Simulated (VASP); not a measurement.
Au: single point with PBEsol+D3(BJ)

Crystal: Au.

```
Au
1.0
     0.00000    2.03500    2.03500
     2.03500    0.00000    2.03500
     2.03500    2.03500    0.00000
Au
1
Direct
  0.00000 0.00000 0.00000
```

```json
{
  "Program": "VASP 6.6.1",
  "Task": "single point",
  "Functional": "PBEsol",
  "Dispersion": "D3(BJ)",
  "Potentials or basis": "VASP PAW PBE potentials, release 64 (Au)",
  "Cutoff": "520 eV",
  "k mesh": "8 × 8 × 8",
  "Occupations": "methfessel-paxton, width 0.01 eV",
  "Spin": "no spin polarisation",
  "Dipole correction": "no",
  "Further INCAR settings": "ALGO = Normal; EDIFF = 1e-07; NBANDS = 12"
}
```

```json
{
 "Pressure": "-3.8 GPa",
 "Dispersion energy per atom": "-0.639 eV"
}
```

Levels at points of the mesh, in eV from the Fermi level:
```
           k point  band 4  band 5  band 6  band 7  band 8  band 9
(0.00, 0.00, 0.00)   -4.61   -3.05   -3.05   14.60   18.66   18.66
(0.50, 0.00, 0.00)   -1.82   -1.82   -0.96    3.24   14.04   17.29
(0.50, 0.50, 0.00)   -1.50   -1.50    1.04    5.96   10.10   10.10
```

It used 4.4 s of CPU time on 1 thread of Intel Xeon 6975P-C, on a shared host.

Caveat: three body term missing; the PAW data sets were made with another functional, which shifts forces and pressure a little; spin-orbit coupling is left out, which moves the levels of the heavy elements; pairwise dispersion overbinds metals, which lowers pressure and volume.
